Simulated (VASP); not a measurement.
Runs of VASP 6.6.1 on GaP (rocksalt type). The structure is that of space group Fm-3m (No. 225), or close to it. The cells are those of the table. 

```tsv
task	cell	cutoff (eV)	k mesh for the DOS	occupations for the DOS	gap on the mesh (eV)	pressure (GPa)
single point	a = 3.571 Å, angles 60.0°, 2 atoms	520	-	-	none	(a)
single point	a = 3.571 Å, angles 60.0°, 2 atoms	500	-	-	none	0.1
single point	a = 3.499 Å, angles 60.0°, 2 atoms	500	-	-	none	7.6
relaxation of cell and atoms	relaxed from a = 3.319 Å, angles 60.0°, 2 atoms	500	-	-	none	0.0
```

Alike in all rows: level LDA; potentials or basis VASP PAW LDA potentials, release 64 (Ga_d, P); no spin polarisation; k mesh 14 × 14 × 14; smearing fermi-dirac 0.1 eV.

Question: Fill in the values left out.

Answer: (a) 0.2.

A k mesh can miss the band edges, and the runs leave out spin-orbit coupling on Ga.

A gap of «none» marks levels without a gap at the run's occupations.
